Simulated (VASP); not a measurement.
# EuAlIr (P4/mmm) in VASP: notebook, part 2 of 2

VASP 6.6.1. The steps go on from the part before.

## Step 4: Relaxation of cell and atoms, PBE, collinear spin, ferromagnetic start

Contents of INCAR:

```
SYSTEM = EuAlIr
ALGO     = Normal         ! electronic algorithm
EDIFF    = 1E-6           ! SCF threshold, eV
EDIFFG   = -0.04          ! ionic threshold
ENCUT    = 600            ! plane-wave cutoff, eV
GGA      = PE             ! functional
IBRION   = 2              ! ionic algorithm
ISIF     = 3              ! what is computed and relaxed
ISMEAR   = 0              ! smearing method
ISPIN    = 2              ! spin polarisation
LASPH    = .TRUE.         ! aspherical terms in the spheres
LCHARG   = .FALSE.        ! write CHGCAR
LMAXMIX  = 6              ! l up to which the mixer works
LORBIT   = 11             ! projections on sites
LREAL    = .FALSE.        ! projectors in reciprocal space
LWAVE    = .FALSE.        ! write WAVECAR
MAGMOM   = 7 0 0          ! initial moments
NELM     = 150            ! most SCF steps
NSW      = 90             ! ionic steps
PREC     = Accurate       ! precision mode
SIGMA    = 0.1            ! smearing width, eV
```

Contents of KPOINTS:

```
k-points
0
G
  4 4 4
  0 0 0
```

Contents of POSCAR:

```
EuAlIr
1.0
    3.9657965400      0.0000000000      0.0000000000
    0.0000000000      3.9657965400      0.0000000000
    0.0000000000      0.0000000000      3.8986549100
Eu Al Ir
1 1 1
Direct
    0.5000000000      0.5000000000      0.0000000000
    0.0000000000      0.0000000000      0.0000000000
    0.0000000000      0.0000000000      0.5000000000
```

Potentials or basis: VASP PAW PBE potentials, release 64 (Eu, Al, Ir).

Command:

```console
$ cat potpaw_PBE.64/Eu/POTCAR potpaw_PBE.64/Al/POTCAR potpaw_PBE.64/Ir/POTCAR > POTCAR
$ mpirun -np 1 vasp_std > vasp.out
```

OUTCAR:

```text
SYSTEM = EuAlIr
   EDIFF = 1E-6
   EDIFFG = -0.04
   ENCUT = 600
   GGA = PE
   IBRION = 2
   ISIF = 3
   ISMEAR = 0
   ISPIN = 2
   LASPH = .TRUE.
   LORBIT = 11
   LREAL = .FALSE.
   NELM = 150
   NSW = 90
   PREC = Accurate

 ion  position               nearest neighbor table
   1  0.500  0.500  0.000-   2 2.80   2 2.80   2 2.80   2 2.80   3 3.42   3 3.42   3 3.42   3 3.42
                             3 3.42   3 3.42   3 3.42   3 3.42
   2  0.000  0.000  0.000-   3 1.95   3 1.95   1 2.80   1 2.80   1 2.80   1 2.80
   3  0.000  0.000  0.500-   2 1.95   2 1.95   1 3.42   1 3.42   1 3.42   1 3.42   1 3.42   1 3.42
                             1 3.42   1 3.42

  LATTYP: Found a simple tetragonal cell.
 ALAT       =     3.9657965400
 C/A-ratio  =     0.9830698249

  Lattice vectors:

 A1 = (   3.9657965400,   0.0000000000,   0.0000000000)
 A2 = (   0.0000000000,   3.9657965400,   0.0000000000)
 A3 = (   0.0000000000,   0.0000000000,   3.8986549100)

Analysis of symmetry for initial positions (statically):
=====================================================================
 Subroutine PRICEL returns:
 Original cell was already a primitive cell.

 Routine SETGRP: Setting up the symmetry group for a
 simple tetragonal supercell.

 Subroutine GETGRP returns: Found 16 space group operations
 (whereof 16 operations were pure point group operations)
 out of a pool of 16 trial point group operations.

The static configuration has the point symmetry D_4h.

Analysis of symmetry for dynamics (positions and initial velocities):
=====================================================================
 Subroutine PRICEL returns:
 Original cell was already a primitive cell.

 Routine SETGRP: Setting up the symmetry group for a
[... 129 lines left out ...]
   EFERMI =   0.00;   METHOD = LEGACY
   ISMEAR =     0;   SIGMA  =   0.10  broadening in eV -4-tet -1-fermi 0-gaus
   EFERMI_NEDOS =   21; number of points for ismear=-14 and -15
   IALGO  =     38    algorithm
   IMIX   =      4    mixing-type and parameters
     AMIX     =   0.40;   BMIX     =  1.00
     AMIX_MAG =   1.60;   BMIX_MAG =  1.00
  volume/ion in A,a.u.               =      20.44       137.93
  Fermi-wavevector in a.u.,A,eV,Ry     =   1.275505  2.410356 22.135507  1.626914
  Thomas-Fermi vector in A             =   2.408214
   LORBIT       =     11    0 simple, 1 ext, 2 COOP (PROOUT), +10 PAW based schemes
   GGA     = PE    functional components
   LHFCALC =     F    Hartree Fock is set to
   AEXX    =    0.0000 exact exchange contribution
   IVDW    =     0    specifies the selected vdW correction
   LEPSILON=     F    determine dielectric tensor
   LRPA    =     F    only Hartree local field effects (RPA)
 conjugate gradient relaxation of ions
 spin polarized calculation
 Gauss-broadening in eV      SIGMA  =   0.10
  energy-cutoff  :      600.00
  volume of cell :       61.32
 maximum number of plane-waves:      2068
 NGX is ok and might be reduce to    32
   NGX = 15   NGY = 15   NGZ = 15

--------------------------------------- Ionic step        1  -------------------------------------------

 number of electron      28.9999996 magnetization       6.6556389

 Free energy of the ion-electron system (eV)
  ---------------------------------------------------
  ext. energy  EPLUGINS =         0.00000000
  ---------------------------------------------------
  free energy    TOTEN  =       -19.99439510 eV

  energy without entropy =      -19.96610739  energy(sigma->0) =      -19.98025124

 E-fermi :   5.0073     XC(G=0): -10.9059

 val. band max:        4.9930516509   @ k =   0.2500   0.2500   0.0000
 cond. band min:       5.0757107494   @ k =   0.5000   0.2500   0.2500
 fundamental gap:      0.0826590985
 Fermi energy:         5.0072928693
[... 1926 lines left out ...]
     21       6.6000      0.00000
     22       6.6000      0.00000

[... ionic steps 4 to 9 ...]

--------------------------------------- Ionic step       10  -------------------------------------------

 number of electron      29.0000000 magnetization      -6.7665962

------------------------ aborting loop because EDIFF is reached ----------------------------------------
[... 69 lines left out ...]
--------------------------------------- Ionic step       12  -------------------------------------------

 number of electron      29.0000000 magnetization      -6.7694357

 Free energy of the ion-electron system (eV)
  ---------------------------------------------------
  ext. energy  EPLUGINS =         0.00000000
  ---------------------------------------------------
  free energy    TOTEN  =       -22.84120089 eV

  energy without entropy =      -22.81905283  energy(sigma->0) =      -22.83012686

 E-fermi :   2.9416     XC(G=0):  -9.4866

 val. band max:        2.9380004345   @ k =   0.5000   0.0000   0.2500
 cond. band min:       2.9450803333   @ k =   0.5000   0.5000   0.5000
 fundamental gap:      0.0070798988
 Fermi energy:         2.9415922266
[... 933 lines left out ...]
  FREE ENERGIE OF THE ION-ELECTRON SYSTEM (eV)
  ---------------------------------------------------
  free  energy   TOTEN  =       -22.8412008941 eV

  energy  without entropy=      -22.8190528329  energy(sigma->0) =      -22.83012686

 reached required accuracy - stopping structural energy minimisation

 total charge

# of ion       s       p       d       f       tot
--------------------------------------------------
    1        2.046   5.737   0.298   6.614  14.695
    2        0.519   0.402   0.000   0.000   0.922
    3        0.669   0.280   7.201   0.000   8.149
--------------------------------------------------
tot          3.234   6.419   7.498   6.614  23.766

 magnetization (x)

# of ion       s       p       d       f       tot
--------------------------------------------------
    1        0.009   0.103  -0.096  -6.597  -6.581
    2        0.006  -0.029   0.000   0.000  -0.023
    3        0.035  -0.011   0.370   0.000   0.394
--------------------------------------------------
tot          0.050   0.063   0.275  -6.597  -6.210
```

CONTCAR:

```text
EuAlIr
   1.00000000000000
     4.2829665548095530    0.0000000000000000    0.0000000000000000
     0.0000000000000000    4.2829665548095530    0.0000000000000000
    -0.0000000000000000    0.0000000000000000    4.5557177710440699
  Eu              Al              Ir
     1     1     1
Direct
     0.5000000000000000    0.5000000000000000    0.0000000000000000
     0.0000000000000000    0.0000000000000000    0.0000000000000000
     0.0000000000000000    0.0000000000000000    0.5000000000000000

  0.00000000E+00  0.00000000E+00  0.00000000E+00
  0.00000000E+00  0.00000000E+00  0.00000000E+00
  0.00000000E+00  0.00000000E+00  0.00000000E+00
```

It took 15 min on 1 thread of Intel Xeon 6975P-C (Granite Rapids), shared host; peak memory 0.29 GiB.

Results:

```yaml
Free_energy: -22.8412 eV
Relaxed_volume: 27.86 Å³/atom
Relaxed_cell: a = 4.283 Å, b = 4.283 Å, c = 4.556 Å, α = 90.00°, β = 90.00°, γ = 90.00°
Space_group_after_relaxing_to_0.05_Å: P4/mmm (No. 123)
Energy_gained_by_relaxing: 948.9 meV/atom
Ionic_steps: 12
Pressure_after_relaxing: -0.1 GPa
Net_moment: -6.77 μB per cell
Site_moments: Eu -6.58; Al -0.02; Ir +0.39 μB
Valence_electrons_inside_the_program's_atomic_spheres: Eu 14.70; Al 0.92; Ir 8.15
```

The path:
```
step  energy change (eV)  largest force (eV/Å)  pressure (GPa)  volume (Å³)
   1              0.0000                0.0000           40.14        61.32
   2              0.8618                0.0000           -7.29       112.86
   3             -2.6037                0.0000           -0.59        79.09
   4             -2.6786                0.0000            1.59        76.93
   5             -2.6945                0.0000            3.67        75.25
   6             -2.6948                0.0000            3.25        75.54
   7             -2.8352                0.0000            0.62        81.29
   8             -2.8461                0.0000           -0.34        84.08
   9             -2.8467                0.0000           -0.14        83.55
  10             -2.8467                0.0000           -0.25        83.71
  11             -2.8465                0.0000            0.13        83.36
  12             -2.8468                0.0000           -0.12        83.57
```

Final structure:
```
Eu Al Ir
1.0
     4.28297    0.00000    0.00000
     0.00000    4.28297    0.00000
     0.00000    0.00000    4.55572
Eu Al Ir
1 1 1
Direct
  0.50000 0.50000 0.00000
  0.00000 0.00000 0.00000
  0.00000 0.00000 0.50000
```

Caveat: the k points lie up to 0.37 Å⁻¹ apart in the final cell; the electronic state changed during the relaxation; the volume moved by over 15 % at a fixed basis, so the end points are rough; spin-orbit coupling is left out, which moves the levels of the heavy elements; without U or exact exchange the open f shell lies at the Fermi level, which spoils levels, moments and volumes. The state reached can hang on the start; a lower one may exist.

## Step 5: Summary

| task | cell | cutoff (eV) | gap on the mesh (eV) | pressure (GPa) | moment (μB) |
| --- | --- | --- | --- | --- | --- |
| single point | a = 3.966, b = 3.966, c = 3.899 Å, 3 atoms | 520 | none | 40.1 | 6.66 |
| single point | a = 4.282, b = 4.282, c = 4.553 Å, 3 atoms | 520 | none | 0.1 | 6.77 |
| relaxation of cell and atoms | relaxed from a = 3.966, b = 3.966, c = 3.899 Å, 3 atoms | 600 | none | -0.1 | 6.77 |

Alike in all rows: level PBE; potentials or basis VASP PAW PBE potentials, release 64 (Eu, Al, Ir); spin collinear, ferromagnetic start; k mesh 4 × 4 × 4; smearing gaussian 0.1 eV.

Caveats: all runs use coarse meshes; spin-orbit coupling is left out, which moves the levels of the heavy elements; without U or exact exchange the open f shell lies at the Fermi level, which spoils levels, moments and volumes; the electronic state changed during the relaxation (some runs); the volume moved by over 15 % at a fixed basis, so the end points are rough (some runs).

Absolute energies hang on the potentials; compare differences alone.
